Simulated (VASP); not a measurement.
A run of VASP 6.6.1 is set up as follows.

INCAR

```
  PREC = Accurate
  ENCUT = 520
  EDIFF = 1E-6
  ISMEAR = 0
  SIGMA = 0.02
  LREAL = F
  LASPH = T
  NELM = 100
  ALGO = Normal
  ISIF = 2
  LWAVE = F
  LCHARG = F
  GGA = PE
  NBANDS = 31
```

Contents of KPOINTS:

```
regular mesh
0
Gamma
  10 10 10
```

Contents of POSCAR:

```
BeZn2Se3
1.0
   -1.9526194794      1.9526194794      8.4048285611
    1.9526194794     -1.9526194794      8.4048285611
    1.9526194794      1.9526194794     -8.4048285611
Be Zn Se
1 2 3
Direct
    0.5000000000      0.5000000000      0.0000000000
    0.8386387786      0.8386387786      0.0000000000
    0.1613612214      0.1613612214      0.0000000000
    0.4280960628      0.9280960628      0.5000000000
    0.0719039372      0.5719039372      0.5000000000
    0.7500000000      0.2500000000      0.5000000000
```

Potentials or basis: VASP PAW PBE potentials, release 64 (Be, Zn, Se).

The run is started by

```bash
$ cat potpaw_PBE.64/Be/POTCAR potpaw_PBE.64/Zn/POTCAR potpaw_PBE.64/Se/POTCAR > POTCAR
$ mpirun -np 1 vasp_std > vasp.out
```

Q: What does it give for the largest force?

A: 0.012 eV/Å.

Q: What does it give for the pressure?

A: 0.2 GPa.

Q: Predict the band gap on the k mesh.

A: 1.83 eV.

Forces in eV/Å, atoms in the order of the input:
```
Be   0.000  0.000  0.000
Zn   0.000  0.000  0.000
Zn   0.000  0.000  0.000
Se   0.000  0.000  0.012
Se   0.000  0.000 -0.012
Se   0.000  0.000  0.000
```

A k mesh can miss the band edges.
